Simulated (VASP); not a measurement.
# CoSi (P2_13) in VASP: single point with PBEsol

Aim: the single point of CoSi with PBEsol.

Everything below comes from runs of VASP 6.6.1. Logs are shortened: lines on timing, memory, paths and dates and some standing lists are left out, and cuts for length are marked.

### 1 The cell of the first run

It takes space group P2_13 (No. 198, cubic). Conventional cell: a = 4.438 Å, b = 4.438 Å, c = 4.438 Å, α = 90.00°, β = 90.00°, γ = 90.00°. Co (site symmetry 3) has 7 Si at 2.28 to 2.47 Å and 6 Co at 2.72 Å within 3.0 Å. Si (site symmetry 3) has 7 Co at 2.28 to 2.47 Å and 6 Si at 2.75 Å within 3.0 Å.

### 2 Single point, PBEsol, collinear spin, ferrimagnetic start

Contents of INCAR:

```
PREC     = Accurate       # precision mode
ENCUT    = 520            # plane-wave cutoff, eV
EDIFF    = 1E-6           # SCF threshold, eV
ISMEAR   = -1             # smearing method
SIGMA    = 0.1            # smearing width, eV
LREAL    = F              # projectors in reciprocal space
LASPH    = T              # aspherical terms in the spheres
NELM     = 150            # most SCF steps
ALGO     = Normal         # electronic algorithm
ISIF     = 2              # what is computed and relaxed
LWAVE    = F              # write WAVECAR
LCHARG   = T              # write CHGCAR
ISPIN    = 2              # spin polarisation
MAGMOM   = 3 -3 -3 -3 0 0 0 0 # initial moments
LORBIT   = 11             # projections on sites
LMAXMIX  = 4              # l up to which the mixer works
GGA      = PS             # functional
LELF     = T              # ELF
LVHAR    = T            
NBANDS   = 40             # bands
```

Contents of KPOINTS:

```
regular mesh
0
Gamma
  5 5 5
```

Contents of POSCAR:

```
CoSi
1.0
    4.4380000000      0.0000000000      0.0000000000
    0.0000000000      4.4380000000      0.0000000000
    0.0000000000      0.0000000000      4.4380000000
Co Si
4 4
Direct
    0.1400000000      0.1400000000      0.1400000000
    0.3600000000      0.8600000000      0.6400000000
    0.6400000000      0.3600000000      0.8600000000
    0.8600000000      0.6400000000      0.3600000000
    0.8430000000      0.8430000000      0.8430000000
    0.6570000000      0.1570000000      0.3430000000
    0.3430000000      0.6570000000      0.1570000000
    0.1570000000      0.3430000000      0.6570000000
```

Potentials or basis: VASP PAW PBE potentials, release 64 (Co, Si).

On the command line:

```
> cat potpaw_PBE.64/Co/POTCAR potpaw_PBE.64/Si/POTCAR > POTCAR
> mpirun -np 1 vasp_std > vasp.out
```

OUTCAR:

```text
PREC = Accurate
   ENCUT = 520
   EDIFF = 1E-6
   ISMEAR = -1
   LREAL = F
   LASPH = T
   NELM = 150
   ISIF = 2
   ISPIN = 2
   LORBIT = 11
   GGA = PS

 ion  position               nearest neighbor table
   1  0.140  0.140  0.140-   5 2.28   6 2.33   7 2.33   8 2.33   7 2.47   8 2.47   6 2.47   2 2.72
                             4 2.72   2 2.72   4 2.72   3 2.72   3 2.72
   2  0.360  0.860  0.640-   6 2.28   5 2.33   7 2.33   8 2.33   7 2.47   8 2.47   5 2.47   1 2.72
                             3 2.72   1 2.72   3 2.72   4 2.72   4 2.72
   3  0.640  0.360  0.860-   7 2.28   6 2.33   5 2.33   8 2.33   8 2.47   6 2.47   5 2.47   4 2.72
                             2 2.72   2 2.72   4 2.72   1 2.72   1 2.72
   4  0.860  0.640  0.360-   8 2.28   6 2.33   7 2.33   5 2.33   6 2.47   5 2.47   7 2.47   3 2.72
                             1 2.72   1 2.72   3 2.72   2 2.72   2 2.72
   5  0.843  0.843  0.843-   1 2.28   2 2.33   3 2.33   4 2.33   3 2.47   4 2.47   2 2.47   6 2.75
                             7 2.75   8 2.75   6 2.75   8 2.75   7 2.75
   6  0.657  0.157  0.343-   2 2.28   1 2.33   3 2.33   4 2.33   3 2.47   4 2.47   1 2.47   8 2.75
                             5 2.75   5 2.75   7 2.75   7 2.75   8 2.75
   7  0.343  0.657  0.157-   3 2.28   2 2.33   1 2.33   4 2.33   4 2.47   2 2.47   1 2.47   8 2.75
                             5 2.75   8 2.75   6 2.75   6 2.75   5 2.75
   8  0.157  0.343  0.657-   4 2.28   2 2.33   3 2.33   1 2.33   2 2.47   1 2.47   3 2.47   7 2.75
                             5 2.75   7 2.75   5 2.75   6 2.75   6 2.75

  LATTYP: Found a simple cubic cell.
 ALAT       =     4.4380000000

  Lattice vectors:

 A1 = (   4.4380000000,   0.0000000000,   0.0000000000)
 A2 = (   0.0000000000,   4.4380000000,   0.0000000000)
 A3 = (   0.0000000000,   0.0000000000,   4.4380000000)

Analysis of symmetry for initial positions (statically):
=====================================================================
 Subroutine PRICEL returns:
 Original cell was already a primitive cell.

 Routine SETGRP: Setting up the symmetry group for a
 simple cubic supercell.

 Subroutine GETGRP returns: Found 12 space group operations
 (whereof  3 operations were pure point group operations)
 out of a pool of 48 trial point group operations.

The static configuration has the point symmetry C_3 .
 The point group associated with its full space group is T   .

Analysis of symmetry for dynamics (positions and initial velocities):
=====================================================================
 Subroutine PRICEL returns:
 Original cell was already a primitive cell.

 Routine SETGRP: Setting up the symmetry group for a
 simple cubic supercell.

[... 175 lines left out ...]
  free energy    TOTEN  =       -59.76626189 eV

  energy without entropy =      -59.68521133  energy(sigma->0) =      -59.72573661

 E-fermi :  12.0330     XC(G=0): -12.9461

 val. band max:       12.0000556520   @ k =   0.4000   0.4000   0.4000
 cond. band min:      12.1328481556   @ k =   0.4000   0.4000   0.4000
 fundamental gap:      0.1327925036
 Fermi energy:        12.0329848228

 spin component 1

 k-point     1 :       0.0000    0.0000    0.0000
  band No.  band energies     occupation
      1      -1.7030      1.00000
      2       3.7890      1.00000
      3       3.7890      1.00000
      4       3.7890      1.00000
      5       6.4710      1.00000
      6       6.4710      1.00000
[... 932 lines left out ...]
     37      18.3516      0.00000
     38      18.8806      0.00000
 Fermi energy:        12.0329848228

 spin component 2

 k-point     1 :       0.0000    0.0000    0.0000
  band No.  band energies     occupation
      1      -1.7030      1.00000
      2       3.7889      1.00000
      3       3.7889      1.00000
      4       3.7889      1.00000
      5       6.4710      1.00000
      6       6.4710      1.00000
[... 932 lines left out ...]
     37      18.3516      0.00000
     38      18.8806      0.00000
 [bands above 38 left out]

------------------------ aborting loop because EDIFF is reached ----------------------------------------

  FORCE on cell =-STRESS in cart. coord.  units (eV):
  Direction    XX          YY          ZZ          XY          YZ          ZX
  --------------------------------------------------------------------------------------
  -------------------------------------------------------------------------------------
  Total       -3.7378340     -3.7378340     -3.7378340      0.0001946      0.0001946      0.0001946
  in kB      -68.5123240    -68.5123240    -68.5123240      0.0035666      0.0035666      0.0035666
  external PRESSURE =     -68.5123240 kB  Pullay stress =       0.0000000 kB

 VOLUME and BASIS-vectors are now :
 -----------------------------------------------------------------------------
  energy-cutoff  :      520.00
  volume of cell :       87.41
      direct lattice vectors                 reciprocal lattice vectors
     4.438000000  0.000000000  0.000000000     0.225326724  0.000000000  0.000000000
     0.000000000  4.438000000  0.000000000     0.000000000  0.225326724  0.000000000
     0.000000000  0.000000000  4.438000000     0.000000000  0.000000000  0.225326724

 POSITION                                       TOTAL-FORCE (eV/Angst)
 -----------------------------------------------------------------------------------
      0.62132      0.62132      0.62132         0.137480      0.137480      0.137480
      1.59768      3.81668      2.84032        -0.137395     -0.137527      0.137475
      2.84032      1.59768      3.81668         0.137475     -0.137395     -0.137527
      3.81668      2.84032      1.59768        -0.137527      0.137475     -0.137395
      3.74123      3.74123      3.74123        -0.039274     -0.039274     -0.039274
      2.91577      0.69677      1.52223         0.039094      0.039202     -0.039055
      1.52223      2.91577      0.69677        -0.039055      0.039094      0.039202
      0.69677      1.52223      2.91577         0.039202     -0.039055      0.039094
 -----------------------------------------------------------------------------------
    total drift:                               -0.000111     -0.000111     -0.000111

  FREE ENERGIE OF THE ION-ELECTRON SYSTEM (eV)
  ---------------------------------------------------
  free  energy   TOTEN  =       -59.7662618863 eV

  energy  without entropy=      -59.6852113271  energy(sigma->0) =      -59.72573661

 total charge

# of ion       s       p       d       tot
------------------------------------------
    1        0.436   0.618   7.568   8.622
    2        0.436   0.618   7.569   8.622
    3        0.436   0.618   7.569   8.622
    4        0.436   0.618   7.569   8.622
    5        0.727   0.880   0.000   1.607
    6        0.727   0.880   0.000   1.607
    7        0.727   0.880   0.000   1.607
    8        0.727   0.880   0.000   1.607
--------------------------------------------------
tot          4.653   5.991  30.274  40.918

 magnetization (x)

# of ion       s       p       d       tot
------------------------------------------
    1       -0.000  -0.000   0.000   0.000
    2        0.000  -0.000   0.000   0.000
    3        0.000  -0.000   0.000   0.000
    4        0.000  -0.000   0.000   0.000
    5       -0.000  -0.000   0.000  -0.000
    6       -0.000  -0.000   0.000  -0.000
    7       -0.000  -0.000   0.000  -0.000
    8       -0.000  -0.000   0.000  -0.000
--------------------------------------------------
tot         -0.000  -0.000   0.000   0.000
```

stdout:

```text
POSCAR found type information on POSCAR CoSi
 POSCAR found :  2 types and       8 ions
 scaLAPACK will be used
 -----------------------------------------------------------------------------
|                                                                             |
|                                                                             |
|     You enforced a specific xc type in the INCAR file but a different       |
|     I HOPE YOU KNOW WHAT YOU ARE DOING!                                     |
|                                                                             |
 -----------------------------------------------------------------------------

 LDA part: xc-table for (Slater+PW92), standard interpolation
 POSCAR, INCAR and KPOINTS ok, starting setup
 FFT: planning ... GRIDC
 FFT: planning ... GRID_SOFT
 FFT: planning ... GRID
 WAVECAR not read
 entering main loop
```

Wall time 2.9 min (1 thread of AMD EPYC 7R43 (Zen 3), shared host); peak memory 0.27 GiB.

Results:

```yaml
Free_energy: -59.7663 eV
Pressure: -6.9 GPa
Largest_force: 0.238 eV/Å
Band_gap_on_the_k_mesh: zero (filled and empty bands touch)
Net_moment: 0.00 μB per cell
Valence_electrons_inside_the_program's_atomic_spheres: Co 8.62; Si 1.61
```

Forces on the atoms (eV/Å):
```
Co   0.137  0.137  0.137
Co  -0.137 -0.138  0.137
Co   0.137 -0.137 -0.138
Co  -0.138  0.137 -0.137
Si  -0.039 -0.039 -0.039
Si   0.039  0.039 -0.039
Si  -0.039  0.039  0.039
Si   0.039 -0.039  0.039
```

Levels at points of the mesh, in eV from the Fermi level:
Spin up:
```tsv
k point	band 23	band 24	band 25	band 26	band 27	band 28	band 29	band 30
(0.00, 0.00, 0.00)	-0.86	-0.86	-0.11	-0.11	-0.11	2.39	2.39	2.39
```
Spin down:
| k point | band 22 | band 23 | band 24 | band 25 | band 26 | band 27 | band 28 | band 29 | band 30 | band 31 |
| --- | --- | --- | --- | --- | --- | --- | --- | --- | --- | --- |
| (0.00, 0.00, 0.00) | -0.99 | -0.86 | -0.86 | -0.11 | -0.11 | -0.11 | 2.39 | 2.39 | 2.39 | 2.84 |

Caveat: the cell stands under tension; the PAW data sets were made with another functional, which shifts forces and pressure a little.
